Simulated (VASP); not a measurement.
**Be: single point with PBEsol**

The system is Be.

```
Be
1.0
    -1.29489    1.29489    1.29489
     1.29489   -1.29489    1.29489
     1.29489    1.29489   -1.29489
Be
1
Direct
  0.00000 0.00000 0.00000
```

This isn't the form of Be at room conditions, which is hcp.

```yaml
Program: VASP 6.6.1
Task: single point
Functional: PBEsol
Potentials_or_basis: VASP PAW PBE potentials, release 64 (Be)
Cutoff: 520 eV
k_mesh: 20 × 20 × 20
Occupations: fermi-dirac, width 0.1 eV
Spin: no spin polarisation
```

| Quantity | Value |
| --- | --- |
| Pressure | -11.4 GPa |
| Band gap on the k mesh | zero (bands 1 and 2 overlap by 4.84 eV) |

Levels at points of the mesh, in eV from the Fermi level:
```
           k point  band 1  band 2  band 3  band 4
(0.00, 0.00, 0.00)  -11.60   17.89   17.89   17.89
(0.50, 0.00, 0.00)   -4.81    0.16   11.35   14.38
(0.50, 0.50, 0.50)    3.70    3.70    3.70    9.38
```

Wall time 7.7 s on 1 thread of Intel(R) Xeon(R) Platinum 8488C (Sapphire Rapids), with other jobs on the host, peak memory 0.12 GiB.

Caveat: the cell stands under tension; the PAW data sets were made with another functional, which shifts forces and pressure a little.
